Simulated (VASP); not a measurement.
# SbI (P6_3mc) in VASP: relaxation of cell and atoms with PBE

Aim: the relaxation of cell and atoms of SbI with PBE.

All numbers are computed with VASP 6.6.1; they aren't measurements. Logs are shortened: lines on timing, memory, paths and dates and some standing lists are left out, and cuts for length are marked.

### Step 1. The cell of the first run

Symmetry: P6_3mc, No. 186, hexagonal system. Conventional cell: a = 5.120 Å, b = 5.120 Å, c = 10.323 Å, α = 90.00°, β = 90.00°, γ = 120.00°. Sb (site symmetry 3m) has 3 I at 3.06 Å within 4.0 Å. Within 4.0 Å of I (site symmetry 3m) lie 3 Sb at 3.06 Å.

### Step 2. Relaxation of cell and atoms, PBE

File INCAR:

```
PREC     = Accurate       # precision mode
ENCUT    = 600            # plane-wave cutoff, eV
EDIFF    = 1E-7           # SCF threshold, eV
ISMEAR   = 0              # smearing method
SIGMA    = 0.1            # smearing width, eV
LREAL    = False          # projectors in reciprocal space
LASPH    = True           # aspherical terms in the spheres
NELM     = 80             # most SCF steps
ALGO     = Normal         # electronic algorithm
ISIF     = 3              # what is computed and relaxed
LWAVE    = False          # write WAVECAR
LCHARG   = False          # write CHGCAR
GGA      = PE             # functional
IBRION   = 2              # ionic algorithm
NSW      = 100            # ionic steps
EDIFFG   = -0.01          # ionic threshold
```

File KPOINTS:

```
regular mesh
0
Gamma
  12 12 6
```

File POSCAR:

```
SbI
1.0
    5.1199961699      0.0000000000      0.0000000000
   -2.5599980850      4.4340467504      0.0000000000
    0.0000000000      0.0000000000     10.3229898130
Sb I
2 2
Direct
    0.3333333333      0.6666666667      0.9786309266
    0.6666666667      0.3333333333      0.4786309266
    0.3333333333      0.6666666667      0.4034690734
    0.6666666667      0.3333333333      0.9034690734
```

Potentials or basis: VASP PAW PBE potentials, release 64 (Sb, I).

On the command line:

```console
> cat potpaw_PBE.64/Sb/POTCAR potpaw_PBE.64/I/POTCAR > POTCAR
> mpirun -np 1 vasp_std > vasp.out
```

OUTCAR:

```text
PREC = Accurate
   ENCUT = 600
   EDIFF = 1E-7
   ISMEAR = 0
   LREAL = False
   LASPH = True
   NELM = 80
   ISIF = 3
   GGA = PE
   IBRION = 2
   NSW = 100
   EDIFFG = -0.01

 ion  position               nearest neighbor table
   1  0.333  0.667  0.979-   4 3.06   4 3.06   4 3.06
   2  0.667  0.333  0.479-   3 3.06   3 3.06   3 3.06
   3  0.333  0.667  0.403-   2 3.06   2 3.06   2 3.06
   4  0.667  0.333  0.903-   1 3.06   1 3.06   1 3.06

  LATTYP: Found a hexagonal cell.
 ALAT       =     5.1199961699
 C/A-ratio  =     2.0162104561

  Lattice vectors:

 A1 = (   5.1199961699,   0.0000000000,   0.0000000000)
 A2 = (  -2.5599980850,   4.4340467504,   0.0000000000)
 A3 = (   0.0000000000,   0.0000000000,  10.3229898130)

Analysis of symmetry for initial positions (statically):
=====================================================================
 Subroutine PRICEL returns:
 Original cell was already a primitive cell.

 Routine SETGRP: Setting up the symmetry group for a
 hexagonal supercell.

 Subroutine GETGRP returns: Found 12 space group operations
 (whereof  6 operations were pure point group operations)
 out of a pool of 24 trial point group operations.

The static configuration has the point symmetry C_3v.
 The point group associated with its full space group is C_6v.

Analysis of symmetry for dynamics (positions and initial velocities):
=====================================================================
 Subroutine PRICEL returns:
 Original cell was already a primitive cell.

 Routine SETGRP: Setting up the symmetry group for a
 hexagonal supercell.

 Subroutine GETGRP returns: Found 12 space group operations
 (whereof  6 operations were pure point group operations)
 out of a pool of 24 trial point group operations.

The dynamic configuration has the point symmetry C_3v.
 The point group associated with its full space group is C_6v.

 Subroutine INISYM returns: Found 12 space group operations
 (whereof  6 operations are pure point group operations),
 and found     1 'primitive' translations

----------------------------------------------------------------------------------------

                                     Primitive cell

  volume of cell :     234.3556

  direct lattice vectors                    reciprocal lattice vectors
     5.119996170  0.000000000  0.000000000     0.195312646  0.112763809  0.000000000
    -2.559998085  4.434046750  0.000000000     0.000000000  0.225527618  0.000000000
     0.000000000  0.000000000 10.322989813     0.000000000  0.000000000  0.096871160

  length of vectors
     5.119996170  5.119996170 10.322989813     0.225527618  0.225527618  0.096871160

  position of ions in fractional coordinates (direct lattice)
     0.333333333  0.666666667  0.978630927
     0.666666667  0.333333333  0.478630927
     0.333333333  0.666666667  0.403469073
     0.666666667  0.333333333  0.903469073

  ion indices of the primitive-cell ions
   primitive index   ion index
                 1           1
                 2           2
                 3           3
                 4           4

----------------------------------------------------------------------------------------

 KPOINTS: regular mesh

Automatic generation of k-mesh.
 Grid dimensions read from file:
 generate k-points for:   12   12    6

 Generating k-lattice:

  Cartesian coordinates                     Fractional coordinates (reciprocal lattice)
     0.016276054  0.009396984  0.000000000     0.083333333 -0.000000000  0.000000000
     0.000000000  0.018793968  0.000000000     0.000000000  0.083333333  0.000000000
     0.000000000  0.000000000  0.016145193     0.000000000  0.000000000  0.166666667

  Length of vectors
     0.018793968  0.018793968  0.016145193

  Shift w.r.t. Gamma in fractional coordinates (k-lattice)
     0.000000000  0.000000000  0.000000000

 Subroutine IBZKPT returns following result:
 ===========================================

 Found     76 irreducible k-points:

 Following reciprocal coordinates:
            Coordinates               Weight
  0.000000  0.000000  0.000000      1.000000
  0.083333  0.000000  0.000000      6.000000
  0.166667  0.000000  0.000000      6.000000
  0.250000  0.000000  0.000000      6.000000
  0.333333  0.000000  0.000000      6.000000
  0.416667  0.000000  0.000000      6.000000
[... 16 lines left out ...]
  0.250000  0.000000  0.166667     12.000000
  0.333333  0.000000  0.166667     12.000000
 [... further k-points ...]
   k-points           NKPTS =     76   k-points in BZ     NKDIM =     76   number of bands    NBANDS=     16
   number of dos      NEDOS =    301   number of ions     NIONS =      4
   total plane-waves  NPLWV = 148176
   dimension x,y,z NGX =    42 NGY =   42 NGZ =   84
   dimension x,y,z NGXF=    84 NGYF=   84 NGZF=  168
   ions per type =               2   2
   NGX,Y,Z   is equivalent  to a cutoff of  13.64, 13.64, 13.53 a.u.
   NGXF,Y,Z  is equivalent  to a cutoff of  27.27, 27.27, 27.06 a.u.
 SYSTEM =  unknown system
   PREC   = accura    normal or accurate (medium, high low for compatibility)
   ISTART =      0    job   : 0-new  1-cont  2-samecut
   ICHARG =      2    charge: 1-file 2-atom 10-const
   ISPIN  =      1    spin polarized calculation?
   LNONCOLLINEAR =      F non collinear calculations
   LSORBIT =      F    spin-orbit coupling
   LASPH  =      T    aspherical Exc in radial PAW
   ENCUT  =  600.0 eV  44.10 Ry    6.64 a.u.  10.23 10.23 20.62*2*pi/ulx,y,z
   NELM   =     80;   NELMIN=  2; NELMDL= -5     # of ELM steps
   EDIFF  = 0.1E-06   stopping-criterion for ELM
   LREAL  =      F    real-space projection
   EDIFFG = -.1E-01   stopping-criterion for IOM
   NSW    =    100    number of steps for IOM
   IBRION =      2    ionic relax: 0-MD 1-quasi-New 2-CG
   NFREE  =      1    steps in history (QN), initial steepest desc. (CG)
   ISIF   =      3    stress and relaxation
   ISYM   =      2    0-nonsym 1-usesym 2-fastsym
   POTIM  = 0.5000    time-step for ionic-motion
   TEBEG  =    0.0;   TEEND  =   0.0 temperature during run
   PSTRESS=    0.0 pullay stress
   NELECT =      24.0000    total number of electrons
   NUPDOWN=      -1.0000    fix difference up-down
   EMIN   =  10.00;   EMAX   =-10.00  energy-range for DOS
   EFERMI =   0.00;   METHOD = LEGACY
   ISMEAR =     0;   SIGMA  =   0.10  broadening in eV -4-tet -1-fermi 0-gaus
   EFERMI_NEDOS =   21; number of points for ismear=-14 and -15
   IALGO  =     38    algorithm
   IMIX   =      4    mixing-type and parameters
     AMIX     =   0.40;   BMIX     =  1.00
     AMIX_MAG =   1.60;   BMIX_MAG =  1.00
  volume/ion in A,a.u.               =      58.59       395.38
  Fermi-wavevector in a.u.,A,eV,Ry     =   0.765926  1.447390  7.981756  0.586643
  Thomas-Fermi vector in A             =   1.866153
   LORBIT       =      0    0 simple, 1 ext, 2 COOP (PROOUT), +10 PAW based schemes
   GGA     = PE    functional components
   LHFCALC =     F    Hartree Fock is set to
   AEXX    =    0.0000 exact exchange contribution
   IVDW    =     0    specifies the selected vdW correction
   LEPSILON=     F    determine dielectric tensor
   LRPA    =     F    only Hartree local field effects (RPA)
 conjugate gradient relaxation of ions
 non-spin polarized calculation
 Gauss-broadening in eV      SIGMA  =   0.10
  energy-cutoff  :      600.00
  volume of cell :      234.36
 maximum number of plane-waves:      7866
 NGX is ok and might be reduce to    42
   NGX = 21   NGY = 21   NGZ = 41

--------------------------------------- Ionic step        1  -------------------------------------------

 number of electron      23.9999999 magnetization

 Free energy of the ion-electron system (eV)
  ---------------------------------------------------
  ext. energy  EPLUGINS =         0.00000000
  ---------------------------------------------------
  free energy    TOTEN  =        -8.92823267 eV

  energy without entropy =       -8.91919861  energy(sigma->0) =       -8.92371564

------------------------ aborting loop because EDIFF is reached ----------------------------------------

  FORCE on cell =-STRESS in cart. coord.  units (eV):
  Direction    XX          YY          ZZ          XY          YZ          ZX
  --------------------------------------------------------------------------------------
  -------------------------------------------------------------------------------------
  Total       -0.0315876     -0.0315876      0.0781196      0.0000000      0.0000000      0.0000000
  in kB       -0.2159490     -0.2159490      0.5340664      0.0000000      0.0000000      0.0000000
  external PRESSURE =       0.0340561 kB  Pullay stress =       0.0000000 kB
[... 95 lines left out ...]
  FREE ENERGIE OF THE ION-ELECTRON SYSTEM (eV)
  ---------------------------------------------------
  free  energy   TOTEN  =        -8.9304622360 eV

  energy  without entropy=       -8.9222772580  energy(sigma->0) =       -8.92636975

[... ionic steps 4 to 8 ...]

--------------------------------------- Ionic step        9  -------------------------------------------

 number of electron      23.9999999 magnetization

------------------------ aborting loop because EDIFF is reached ----------------------------------------
[... 71 lines left out ...]
--------------------------------------- Ionic step       11  -------------------------------------------

 number of electron      23.9999999 magnetization

 Free energy of the ion-electron system (eV)
  ---------------------------------------------------
  ext. energy  EPLUGINS =         0.00000000
  ---------------------------------------------------
  free energy    TOTEN  =        -8.93313095 eV

  energy without entropy =       -8.92577564  energy(sigma->0) =       -8.92945330

 E-fermi :   1.5987     XC(G=0):  -6.3410

 val. band max:        1.5982244922   @ k =   0.3333   0.3333   0.3333
 cond. band min:       1.6113633344   @ k =   0.0000   0.0000   0.0000
 fundamental gap:      0.0131388422
 Fermi energy:         1.5986992319

 k-point     1 :       0.0000    0.0000    0.0000
  band No.  band energies     occupation
      1     -12.4945      2.00000
      2     -12.4744      2.00000
      3      -6.6268      2.00000
      4      -6.5543      2.00000
      5      -2.6406      2.00000
      6      -2.6406      2.00000
[... 433 lines left out ...]
      3      -7.4352      2.00000
      4      -7.4106      2.00000
      5      -3.0220      2.00000
      6      -2.9880      2.00000
[... 8 lines left out ...]
     15       2.7273      0.00000
     16       2.8480      0.00000

 [... further k-points ...]

------------------------ aborting loop because EDIFF is reached ----------------------------------------

  FORCE on cell =-STRESS in cart. coord.  units (eV):
  Direction    XX          YY          ZZ          XY          YZ          ZX
  --------------------------------------------------------------------------------------
  -------------------------------------------------------------------------------------
  Total        0.0297690      0.0297690      0.0044686     -0.0000000      0.0000000      0.0000000
  in kB        0.1968512      0.1968512      0.0295494     -0.0000000      0.0000000      0.0000000
  external PRESSURE =       0.1410839 kB  Pullay stress =       0.0000000 kB
[... 19 lines left out ...]
  FREE ENERGIE OF THE ION-ELECTRON SYSTEM (eV)
  ---------------------------------------------------
  free  energy   TOTEN  =        -8.9331309514 eV

  energy  without entropy=       -8.9257756391  energy(sigma->0) =       -8.92945330

 reached required accuracy - stopping structural energy minimisation
```

Run time: 34 min. Hardware: 1 thread of Intel Xeon 8259CL, shared host; peak memory 0.68 GiB.

Results:

| Quantity | Value |
| --- | --- |
| Free energy | -8.9331 eV |
| Relaxed volume | 60.57 Å³/atom |
| Relaxed cell | a = 5.122 Å, b = 5.122 Å, c = 10.663 Å, α = 90.00°, β = 90.00°, γ = 120.00° |
| Space group after relaxing (to 0.1 Å) | P6_3mc (No. 186) |
| Energy gained by relaxing | 1.2 meV/atom |
| Ionic steps | 11 |
| Pressure after relaxing | 0.0 GPa |
| Largest force after relaxing | 0.007 eV/Å |
| Band gap on the k mesh | zero (bands 12 and 13 overlap by 0.02 eV) |

Forces in eV/Å, atoms in the order of the input:
```
Sb   0.000  0.000 -0.007
Sb   0.000  0.000 -0.007
I    0.000  0.000  0.007
I    0.000  0.000  0.007
```

Step by step:
```
step  energy change (eV)  largest force (eV/Å)  pressure (GPa)  volume (Å³)
   1              0.0000                0.0748            0.00       234.36
   2             -0.0010                0.0561            0.04       234.40
   3             -0.0022                0.0033            0.15       234.51
   4             -0.0029                0.0003            0.11       235.31
   5             -0.0035                0.0100            0.01       237.38
   6             -0.0037                0.0092            0.02       237.61
   7             -0.0040                0.0059            0.01       238.29
   8             -0.0045                0.0006            0.00       239.66
   9             -0.0048                0.0142           -0.02       242.38
  10             -0.0048                0.0031            0.06       242.16
  11             -0.0049                0.0071            0.01       242.29
```

Final structure:
```cif
data_structure
_symmetry_space_group_name_H-M 'P 1'
_symmetry_Int_Tables_number 1
_cell_length_a 5.1223
_cell_length_b 5.1223
_cell_length_c 10.6628
_cell_angle_alpha 90.000
_cell_angle_beta 90.000
_cell_angle_gamma 120.000
_cell_volume 242.29
loop_
_atom_site_label
_atom_site_type_symbol
_atom_site_fract_x
_atom_site_fract_y
_atom_site_fract_z
_atom_site_occupancy
Sb1 Sb 0.33333 0.66667 0.97641 1
Sb2 Sb 0.66667 0.33333 0.47641 1
I1 I 0.33333 0.66667 0.40569 1
I2 I 0.66667 0.33333 0.90569 1
```

Caveat: the highest band is partly filled, so the run has too few bands; spin-orbit coupling is left out, which moves the levels of the heavy elements; this functional lacks dispersion, which binds layers or chains, so the pressure and a relaxed spacing across them are unreliable.
